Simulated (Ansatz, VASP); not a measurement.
Two plane-wave programs on V

```
V
1.0
     2.34862    0.00000    0.00000
     0.00000    2.34862    0.00000
     0.00000    0.00000    2.34862
V
1
Direct
  0.00000 0.00000 0.00000
```

Alike in both runs: task single point; functional LDA; k mesh 15 × 15 × 15; occupations fermi-dirac, width 0.1 eV; no spin polarisation.

|  | VASP | Ansatz |
| --- | --- | --- |
| version | VASP 6.6.1 | Ansatz 0.2.0 |
| potentials or method | VASP PAW LDA potentials, release 64 (V_sv), cutoff 520 eV | plane waves (420 eV) with PAW, scalar-relativistic |
| valence electrons in the cell | 13 | 13 |

|  | VASP | Ansatz | Ansatz less VASP |
| --- | --- | --- | --- |
| pressure (GPa) | 8.7 | 7.9 | -0.80 |

Ansatz warns that its potentials were made for another functional, while VASP's fit it. LDA's correlation is that of Perdew and Zunger in VASP and of Perdew and Wang (1992) in Ansatz.
